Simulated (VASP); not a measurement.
Set up this calculation in VASP 6.6.1, as the native input.

```yaml
Task: electric field gradients
Functional: PBE
Potentials_or_basis: VASP PAW PBE potentials, release 64 (Pb_d, S)
Cutoff: 520 eV
k_mesh: 8 × 8 × 8
Occupations: fermi-dirac, width 0.01 eV
Spin: no spin polarisation
Dipole_correction: no
Further_INCAR_settings: ALGO = Normal; EDIFF = 1e-08; NBANDS = 17
```

The structure of PbS lies in POSCAR:

```
PbS
1.0
    0.0000000000      2.9650000000      2.9057000000
    2.9650000000      0.0000000000      2.9057000000
    2.9650000000      2.9650000000      0.0000000000
Pb S
1 1
Direct
    0.0000000000      0.0000000000      0.0000000000
    0.5000000000      0.5000000000      0.5000000000
```

This cell differs from its parent crystal: zz strain of -2 %.

One way to write it, as run:

INCAR

```
ALGO = Normal
EDIFF = 1E-8
ENCUT = 520
GGA = PE
ISIF = 2
ISMEAR = -1
LASPH = T
LCHARG = F
LEFG = T
LREAL = F
LWAVE = F
NBANDS = 17
NELM = 60
PREC = Accurate
SIGMA = 0.01
```

KPOINTS

```
k-points
0
Gamma
  8 8 8
```

Potentials or basis: VASP PAW PBE potentials, release 64 (Pb_d, S).

The run is started by

```sh
$ cat potpaw_PBE.64/Pb_d/POTCAR potpaw_PBE.64/S/POTCAR > POTCAR
$ mpirun -np 1 vasp_std > vasp.out
```

It gave:

```json
{
  "Pressure": "3.6 GPa",
  "Band gap on the k mesh": "0.27 eV, direct"
}
```

Caveat: the cell differs from its parent crystal (zz strain of -2 %); without QUAD_EFG the Cq values of the log hold for a quadrupole moment of 1 mb, not for the nuclei; spin-orbit coupling is left out, which moves the levels of the heavy elements.

It took 25 s on 1 thread of Intel(R) Xeon(R) 6975P-C (Granite Rapids) (shared host), peak memory 0.2 GiB.
